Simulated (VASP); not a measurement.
Wanted: the native input for a VASP 6.6.1 run.

```yaml
Task: single point
Functional: RPBE
Potentials_or_basis: VASP PAW PBE potentials, release 64 (Ti_sv)
Cutoff: 520 eV
k_mesh: 20 × 20 × 11
Occupations: fermi-dirac, width 0.1 eV
Spin: no spin polarisation
Dipole_correction: no
Further_INCAR_settings: ALGO = Normal; EDIFF = 1e-06; NBANDS = 19
```

The structure of Ti lies in POSCAR:

```
Ti
1.0
    2.9676858654      0.0000000000      0.0000000000
   -1.4838429327      2.5700913499      0.0000000000
    0.0000000000      0.0000000000      4.7005998835
Ti
2
Direct
    0.3333333333      0.6666666667      0.2500000000
    0.6666666667      0.3333333333      0.7500000000
```

These files were run (other wordings do the same):

INCAR

```
SYSTEM = Ti
PREC = Accurate
ENCUT = 520
EDIFF = 1E-6
ISMEAR = -1
SIGMA = 0.1
LREAL = .False.
LASPH = .True.
NELM = 60
ALGO = Normal
ISIF = 2
LWAVE = .False.
LCHARG = .False.
GGA = RP
NBANDS = 19
```

KPOINTS

```
regular mesh
0
Gamma
  20 20 11
  0 0 0
```

Potentials or basis: VASP PAW PBE potentials, release 64 (Ti_sv).

Launch:

```sh
$ cat potpaw_PBE.64/Ti_sv/POTCAR > POTCAR
$ mpirun -np 1 vasp_std > vasp.out
```

Results of the run:

| Property | Result |
| --- | --- |
| Pressure | -0.2 GPa |
| Band gap on the k mesh | zero (band 12 reaches 8.89 eV, above the bottom of band 13 at 7.80 eV) |

Caveat: the PAW data sets were made with another functional, which shifts forces and pressure a little.

It took 72 s on 1 thread of Intel(R) Xeon(R) 6975P-C (Granite Rapids), on a shared host, peak memory 0.25 GiB.
